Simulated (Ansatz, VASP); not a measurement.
One calculation of NbTe6Mo2, two programs

```xyz
9
Lattice="6.1805 0.0000 0.0000 -3.0902 5.3524 0.0000 0.0000 0.0000 7.7475" Properties=species:S:1:pos:R:3 pbc="T T T"
Nb    0.0000    0.0000    0.0000
Te    4.0946    0.0000    5.8960
Te    1.0429    1.8064    5.8960
Te   -2.0473    3.5460    5.8960
Te    2.0858    0.0000    1.8515
Te   -1.0429    1.8064    1.8515
Te    2.0473    3.5460    1.8515
Mo    0.0000    3.5683    0.0000
Mo    3.0902    1.7841    0.0000
```

Alike in both runs: task relaxation of cell and atoms; functional PBE; k mesh 6 × 6 × 6; occupations gaussian, width 0.1 eV; no spin polarisation.

|  | VASP | Ansatz |
| --- | --- | --- |
| version | VASP 6.6.1 | Ansatz 0.2.0 |
| potentials or method | VASP PAW PBE potentials, release 64 (Nb_sv, Te, Mo_sv), cutoff 600 eV | scalar-relativistic, plane waves, PAW |
| valence electrons in the cell | 77 | 137 |

Ansatz gave:

* gap on the k mesh at the Fermi level, each at its own relaxed structure (eV): none
* relaxed volume (Å³/atom): 29.29
* relaxed length of the cell vector where the two differ most in proportion (Å): 7.983

Problem. Which values does VASP return?

Solution. gap on the k mesh at the Fermi level, each at its own relaxed structure (eV): none; relaxed volume (Å³/atom): 28.99; relaxed length of the cell vector where the two differ most in proportion (Å): 7.910.

A gap of «none» marks a metal or a gap that the smearing closes. VASP's potentials hold 77 valence electrons a cell and Ansatz's 137, so a difference there can come from the potentials and not from the codes.

Spin-orbit coupling is off throughout.
